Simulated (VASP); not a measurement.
# HgTe in VASP: a series of runs, part 2 of 3

VASP 6.6.1. The steps go on from the part before.

### Step 3. Electric field gradients, PBE

This run uses another cell than the first one, of 24.94 Å³/atom, 0.962 times its volume.

Contents of INCAR:

```
SYSTEM = HgTe
PREC = Accurate
ENCUT = 520
EDIFF = 1E-8
ISMEAR = -1
SIGMA = 0.08
LREAL = .False.
LASPH = .True.
NELM = 60
ALGO = Normal
ISIF = 2
LWAVE = .False.
LCHARG = .False.
GGA = PE
LEFG = .True.
NBANDS = 16
```

Contents of KPOINTS:

```
Automatic mesh
0
Gamma
  12 12 12
  0 0 0
```

Contents of POSCAR:

```
HgTe
1.0
    0.0000000000      2.9215000000      2.9215000000
    2.9215000000      0.0000000000      2.9215000000
    2.9215000000      2.9215000000      0.0000000000
Hg Te
1 1
Direct
    0.0000000000      0.0000000000      0.0000000000
    0.5000000000      0.5000000000      0.5000000000
```

Potentials or basis: VASP PAW PBE potentials, release 64 (Hg, Te).

Run with:

```bash
> cat potpaw_PBE.64/Hg/POTCAR potpaw_PBE.64/Te/POTCAR > POTCAR
> mpirun -np 1 vasp_std > vasp.out
```

OUTCAR:

```text
SYSTEM = HgTe
   PREC = Accurate
   ENCUT = 520
   EDIFF = 1E-8
   ISMEAR = -1
   LREAL = .False.
   LASPH = .True.
   NELM = 60
   ISIF = 2
   GGA = PE

 ion  position               nearest neighbor table
   1  0.000  0.000  0.000-   2 2.92   2 2.92   2 2.92   2 2.92   2 2.92   2 2.92
   2  0.500  0.500  0.500-   1 2.92   1 2.92   1 2.92   1 2.92   1 2.92   1 2.92

  LATTYP: Found a face centered cubic cell.
 ALAT       =     5.8430000000

  Lattice vectors:

 A1 = (   0.0000000000,   2.9215000000,   2.9215000000)
 A2 = (   2.9215000000,   0.0000000000,   2.9215000000)
 A3 = (   2.9215000000,   2.9215000000,   0.0000000000)

Analysis of symmetry for initial positions (statically):
=====================================================================
 Subroutine PRICEL returns:
 Original cell was already a primitive cell.

 Routine SETGRP: Setting up the symmetry group for a
 face centered cubic supercell.

[... 644 lines left out ...]
      direct lattice vectors                 reciprocal lattice vectors
     0.000000000  2.921500000  2.921500000    -0.171144960  0.171144960  0.171144960
     2.921500000  0.000000000  2.921500000     0.171144960 -0.171144960  0.171144960
     2.921500000  2.921500000  0.000000000     0.171144960  0.171144960 -0.171144960

 POSITION                                       TOTAL-FORCE (eV/Angst)
 -----------------------------------------------------------------------------------
      0.00000      0.00000      0.00000         0.000000      0.000000     -0.000000
      2.92150      2.92150      2.92150        -0.000000     -0.000000      0.000000
 -----------------------------------------------------------------------------------
    total drift:                                0.000000     -0.000000     -0.000000

  FREE ENERGIE OF THE ION-ELECTRON SYSTEM (eV)
  ---------------------------------------------------
  free  energy   TOTEN  =        -3.1188128580 eV

  energy  without entropy=       -3.0952547312  energy(sigma->0) =       -3.10703379

 Electric field gradients (V/A^2)
---------------------------------------------------------------------
 ion       V_xx      V_yy      V_zz      V_xy      V_xz      V_yz
---------------------------------------------------------------------
   1      -0.000    -0.000     0.000     0.000     0.000     0.000
   2       0.000    -0.000     0.000    -0.000    -0.000    -0.000
---------------------------------------------------------------------

 Electric field gradients after diagonalization (V/A^2)
 (convention: |V_zz| > |V_xx| > |V_yy|)
----------------------------------------------------------------------
 ion       V_xx      V_yy      V_zz     asymmetry (V_yy - V_xx)/ V_zz
----------------------------------------------------------------------
   1      -0.000    -0.000     0.001       0.000
   2       0.000     0.000    -0.000       0.000
----------------------------------------------------------------------

           NMR quadrupolar parameters

 Cq : quadrupolar parameter    Cq=e*Q*V_zz/h
 eta: asymmetry parameters     (V_yy - V_xx)/ V_zz
 Q  : nuclear electric quadrupole moment in mb (millibarn)
----------------------------------------------------------------------
 ion       Cq(MHz)       eta       Q (mb)
----------------------------------------------------------------------
   1       0.000       0.000       1.000
   2      -0.000       0.000       1.000
----------------------------------------------------------------------
```

stdout:

```text
POSCAR found type information on POSCAR HgTe
 POSCAR found :  2 types and       2 ions
 scaLAPACK will be used
 LDA part: xc-table for (Slater+PW92), standard interpolation
 POSCAR, INCAR and KPOINTS ok, starting setup
 FFT: planning ... GRIDC
 FFT: planning ... GRID_SOFT
 FFT: planning ... GRID
 WAVECAR not read
 entering main loop
ion   1

ion   2
```

It took 55 s on 1 thread of Intel Xeon Platinum 8259CL at 2.50GHz (Skylake/Cascade Lake), shared host; peak memory 0.21 GiB.

What came out:

```yaml
Free_energy: -3.1188 eV
Pressure: 10.7 GPa
Band_gap_on_the_k_mesh: zero (band 9 reaches 6.37 eV, above the bottom of band 10 at 3.13 eV)
```

Caveat: without QUAD_EFG the Cq values of the log hold for a quadrupole moment of 1 mb, not for the nuclei; spin-orbit coupling is left out, which moves the levels of the heavy elements.

### Step 4. Electric field gradients, PBE (z stretched by +1 % at fixed volume)

Contents of INCAR:

```
ALGO = Normal ; EDIFF = 1E-8
ENCUT = 520 ; GGA = PE
ISIF = 2 ; ISMEAR = -1
LASPH = True ; LCHARG = False
LEFG = True ; LREAL = False
LWAVE = False ; NBANDS = 16
NELM = 80 ; PREC = Accurate
SIGMA = 0.08
```

Contents of KPOINTS:

```
k-points
0
Gamma
  12 12 12
```

Contents of POSCAR:

```
HgTe
1.0
    0.0000000000      2.9070011512      2.9507150000
    2.9070011512      0.0000000000      2.9507150000
    2.9070011512      2.9070011512      0.0000000000
Hg Te
1 1
Direct
    0.0000000000      0.0000000000      0.0000000000
    0.5000000000      0.5000000000      0.5000000000
```

Potentials or basis: VASP PAW PBE potentials, release 64 (Hg, Te).

Run with:

```bash
> cat potpaw_PBE.64/Hg/POTCAR potpaw_PBE.64/Te/POTCAR > POTCAR
> mpirun -np 1 vasp_std > vasp.out
```

OUTCAR:

```text
EDIFF = 1E-8
   ENCUT = 520
   GGA = PE
   ISIF = 2
   ISMEAR = -1
   LASPH = True
   LREAL = False
   NELM = 80
   PREC = Accurate

 ion  position               nearest neighbor table
   1  0.000  0.000  0.000-   2 2.91   2 2.91   2 2.91   2 2.91   2 2.95   2 2.95
   2  0.500  0.500  0.500-   1 2.91   1 2.91   1 2.91   1 2.91   1 2.95   1 2.95

  LATTYP: Found a body centered tetragonal cell.
 ALAT       =     4.1111204539
 C/A-ratio  =     1.4354797108

  Lattice vectors:

 A1 = (  -2.9070011512,   0.0000000000,   2.9507150000)
 A2 = (   2.9070011512,   0.0000000000,   2.9507150000)
[... 668 lines left out ...]
  free  energy   TOTEN  =        -3.1162981874 eV

  energy  without entropy=       -3.0928116349  energy(sigma->0) =       -3.10455491

 Electric field gradients (V/A^2)
---------------------------------------------------------------------
 ion       V_xx      V_yy      V_zz      V_xy      V_xz      V_yz
---------------------------------------------------------------------
   1     -12.984   -12.984    25.967     0.001     0.000     0.000
   2      14.616    14.616   -29.232    -0.000    -0.000    -0.000
---------------------------------------------------------------------

 Electric field gradients after diagonalization (V/A^2)
 (convention: |V_zz| > |V_xx| > |V_yy|)
----------------------------------------------------------------------
 ion       V_xx      V_yy      V_zz     asymmetry (V_yy - V_xx)/ V_zz
----------------------------------------------------------------------
   1     -12.984   -12.983    25.967       0.000
   2      14.616    14.616   -29.232       0.000
----------------------------------------------------------------------

           NMR quadrupolar parameters

 Cq : quadrupolar parameter    Cq=e*Q*V_zz/h
 eta: asymmetry parameters     (V_yy - V_xx)/ V_zz
 Q  : nuclear electric quadrupole moment in mb (millibarn)
----------------------------------------------------------------------
 ion       Cq(MHz)       eta       Q (mb)
----------------------------------------------------------------------
   1       0.063       0.000       1.000
   2      -0.071       0.000       1.000
----------------------------------------------------------------------
```

OSZICAR:

```text
N       E                     dE             d eps       ncg     rms          rms(c)
DAV:   1     0.106445042708E+03    0.10645E+03   -0.84503E+03  5312   0.101E+03
DAV:   2    -0.125648559431E+00   -0.10657E+03   -0.99290E+02  6056   0.237E+02
DAV:   3    -0.331778783368E+01   -0.31921E+01   -0.31801E+01  6496   0.421E+01
DAV:   4    -0.333823794451E+01   -0.20450E-01   -0.20449E-01  6688   0.327E+00
DAV:   5    -0.333855474945E+01   -0.31680E-03   -0.31680E-03  6768   0.370E-01    0.996E+00
DAV:   6    -0.312339453768E+01    0.21516E+00   -0.41924E-01  6496   0.899E+00    0.742E+00
DAV:   7    -0.311738229027E+01    0.60122E-02   -0.81993E-02  6344   0.204E+00    0.231E+00
DAV:   8    -0.311632923319E+01    0.10531E-02   -0.87701E-03  5920   0.111E+00    0.561E-01
DAV:   9    -0.311628193728E+01    0.47296E-04   -0.57000E-04  6776   0.275E-01    0.935E-02
DAV:  10    -0.311629351899E+01   -0.11582E-04   -0.49258E-05  6600   0.641E-02    0.380E-02
DAV:  11    -0.311629918163E+01   -0.56626E-05   -0.11566E-05  6640   0.283E-02    0.288E-02
DAV:  12    -0.311629834942E+01    0.83221E-06   -0.15710E-06  5800   0.110E-02    0.116E-02
DAV:  13    -0.311629832591E+01    0.23512E-07   -0.14206E-07  6928   0.217E-03    0.841E-03
DAV:  14    -0.311629822957E+01    0.96339E-07   -0.61938E-08  6064   0.275E-03    0.109E-03
DAV:  15    -0.311629818269E+01    0.46881E-07   -0.98599E-09  4520   0.725E-04    0.416E-04
DAV:  16    -0.311629818736E+01   -0.46653E-08   -0.64894E-10  3200   0.177E-04
   1 F= -.31162982E+01 E0= -.31045549E+01  d E =-.234866E-01
```

It took 99 s on 1 thread of Intel Xeon Platinum 8259CL at 2.50GHz (Skylake/Cascade Lake), shared host; peak memory 0.27 GiB.

Results:

- Free energy: -3.1163 eV
- Pressure: 10.7 GPa
- Band gap on the k mesh: zero (band 9 reaches 6.43 eV, above the bottom of band 10 at 3.17 eV)

Levels at points of the mesh, in eV from the Fermi level:
| k point | band 7 | band 8 | band 9 | band 10 | band 11 | band 12 |
| --- | --- | --- | --- | --- | --- | --- |
| (0.00, 0.00, 0.00) | -0.93 | -0.93 | -0.82 | -0.34 | 7.70 | 7.75 |
| (0.50, 0.00, 0.00) | -6.05 | 0.38 | 0.50 | 2.48 | 3.71 | 3.84 |
| (0.50, 0.50, 0.00) | -5.16 | -2.83 | -2.76 | -2.76 | 4.73 | 9.95 |
| (0.50, 0.00, 0.50) | -5.17 | -2.96 | -2.91 | -2.74 | 4.64 | 9.66 |

Electric field gradients, principal values (V/Å²):
```csv
atom,least,middle,greatest (by size)
1 Hg,-12.983,-12.984,25.967
2 Te,14.616,14.616,-29.232
```

Caveat: the cell differs from its parent crystal (z stretched by +1 % at fixed volume); without QUAD_EFG the Cq values of the log hold for a quadrupole moment of 1 mb, not for the nuclei; spin-orbit coupling is left out, which moves the levels of the heavy elements.

### Step 5. Electric field gradients, PBE (z stretched by +2 % at fixed volume)

Contents of INCAR:

```
PREC = Accurate
ENCUT = 520
EDIFF = 1E-8
ISMEAR = -1
SIGMA = 0.08
LREAL = False
LASPH = True
NELM = 100
ALGO = Normal
ISIF = 2
LWAVE = False
LCHARG = False
GGA = PE
LEFG = True
NBANDS = 16
```

Contents of KPOINTS:

```
regular mesh
0
Gamma
  12 12 12
```

Contents of POSCAR:

```
HgTe
1.0
    0.0000000000      2.8927160469      2.9799300000
    2.8927160469      0.0000000000      2.9799300000
    2.8927160469      2.8927160469      0.0000000000
Hg Te
1 1
Direct
    0.0000000000      0.0000000000      0.0000000000
    0.5000000000      0.5000000000      0.5000000000
```

Potentials or basis: VASP PAW PBE potentials, release 64 (Hg, Te).

Run with:

```bash
> cat potpaw_PBE.64/Hg/POTCAR potpaw_PBE.64/Te/POTCAR > POTCAR
> mpirun -np 1 vasp_std > vasp.out
```

OUTCAR:

```text
PREC = Accurate
   ENCUT = 520
   EDIFF = 1E-8
   ISMEAR = -1
   LREAL = False
   LASPH = True
   NELM = 100
   ISIF = 2
   GGA = PE

 ion  position               nearest neighbor table
   1  0.000  0.000  0.000-   2 2.89   2 2.89   2 2.89   2 2.89   2 2.98   2 2.98
   2  0.500  0.500  0.500-   1 2.89   1 2.89   1 2.89   1 2.89   1 2.98   1 2.98

  LATTYP: Found a body centered tetragonal cell.
 ALAT       =     4.0909182656
 C/A-ratio  =     1.4568513994

  Lattice vectors:

 A1 = (  -2.8927160469,   0.0000000000,   2.9799300000)
 A2 = (   2.8927160469,   0.0000000000,   2.9799300000)
[... 668 lines left out ...]
  free  energy   TOTEN  =        -3.1091152457 eV

  energy  without entropy=       -3.0861132258  energy(sigma->0) =       -3.09761424

 Electric field gradients (V/A^2)
---------------------------------------------------------------------
 ion       V_xx      V_yy      V_zz      V_xy      V_xz      V_yz
---------------------------------------------------------------------
   1     -25.705   -25.705    51.411    -0.001     0.001     0.001
   2      30.126    30.126   -60.253    -0.000     0.000     0.000
---------------------------------------------------------------------

 Electric field gradients after diagonalization (V/A^2)
 (convention: |V_zz| > |V_xx| > |V_yy|)
----------------------------------------------------------------------
 ion       V_xx      V_yy      V_zz     asymmetry (V_yy - V_xx)/ V_zz
----------------------------------------------------------------------
   1     -25.706   -25.705    51.411       0.000
   2      30.127    30.126   -60.253       0.000
----------------------------------------------------------------------

           NMR quadrupolar parameters

 Cq : quadrupolar parameter    Cq=e*Q*V_zz/h
 eta: asymmetry parameters     (V_yy - V_xx)/ V_zz
 Q  : nuclear electric quadrupole moment in mb (millibarn)
----------------------------------------------------------------------
 ion       Cq(MHz)       eta       Q (mb)
----------------------------------------------------------------------
   1       0.124       0.000       1.000
   2      -0.146       0.000       1.000
----------------------------------------------------------------------
```

OSZICAR:

```text
N       E                     dE             d eps       ncg     rms          rms(c)
DAV:   1     0.106213165375E+03    0.10621E+03   -0.84815E+03  5288   0.102E+03
DAV:   2    -0.972151522205E-01   -0.10631E+03   -0.99296E+02  6120   0.236E+02
DAV:   3    -0.331153256835E+01   -0.32143E+01   -0.31983E+01  6520   0.423E+01
DAV:   4    -0.333200097479E+01   -0.20468E-01   -0.20467E-01  6576   0.330E+00
DAV:   5    -0.333230926849E+01   -0.30829E-03   -0.30829E-03  6784   0.361E-01    0.997E+00
DAV:   6    -0.311629486401E+01    0.21601E+00   -0.42072E-01  6528   0.901E+00    0.744E+00
DAV:   7    -0.311020435787E+01    0.60905E-02   -0.82245E-02  6296   0.204E+00    0.231E+00
DAV:   8    -0.310914650258E+01    0.10579E-02   -0.87310E-03  5896   0.111E+00    0.564E-01
DAV:   9    -0.310909879618E+01    0.47706E-04   -0.56359E-04  6872   0.272E-01    0.943E-02
DAV:  10    -0.310911058606E+01   -0.11790E-04   -0.48742E-05  6552   0.631E-02    0.385E-02
DAV:  11    -0.310911622350E+01   -0.56374E-05   -0.11403E-05  6624   0.280E-02    0.286E-02
DAV:  12    -0.310911540760E+01    0.81589E-06   -0.15405E-06  5728   0.107E-02    0.115E-02
DAV:  13    -0.310911537604E+01    0.31564E-07   -0.14293E-07  7112   0.216E-03    0.803E-03
DAV:  14    -0.310911528141E+01    0.94632E-07   -0.63720E-08  5968   0.278E-03    0.706E-04
DAV:  15    -0.310911524148E+01    0.39932E-07   -0.92526E-09  4288   0.753E-04    0.257E-04
DAV:  16    -0.310911524573E+01   -0.42512E-08   -0.64535E-10  3256   0.181E-04
   1 F= -.31091152E+01 E0= -.30976142E+01  d E =-.230020E-01
```

stdout:

```text
POSCAR found type information on POSCAR HgTe
 POSCAR found :  2 types and       2 ions
 scaLAPACK will be used
 LDA part: xc-table for (Slater+PW92), standard interpolation
 POSCAR, INCAR and KPOINTS ok, starting setup
 FFT: planning ... GRIDC
 FFT: planning ... GRID_SOFT
 FFT: planning ... GRID
 WAVECAR not read
 entering main loop
ion   1

ion   2
```

Run time: 1.7 min. Hardware: 1 thread of Intel Xeon Platinum 8259CL at 2.50GHz (Skylake/Cascade Lake), shared host; peak memory 0.28 GiB.

What came out:

| Property | Result |
| --- | --- |
| Free energy | -3.1091 eV |
| Pressure | 10.8 GPa |
| Band gap on the k mesh | zero (band 9 reaches 6.49 eV, above the bottom of band 10 at 3.21 eV) |

Stress tensor (GPa, compression positive):
```
11.86  0.00  0.00
 0.00 11.86  0.00
 0.00  0.00  8.79
```

Electric field gradients, principal values (V/Å²):
| atom | least | middle | greatest (by size) |
| --- | --- | --- | --- |
| 1 Hg | -25.705 | -25.706 | 51.411 |
| 2 Te | 30.126 | 30.127 | -60.253 |

Caveat: the cell differs from its parent crystal (z stretched by +2 % at fixed volume); without QUAD_EFG the Cq values of the log hold for a quadrupole moment of 1 mb, not for the nuclei; spin-orbit coupling is left out, which moves the levels of the heavy elements.

[end of part 2 of 3]
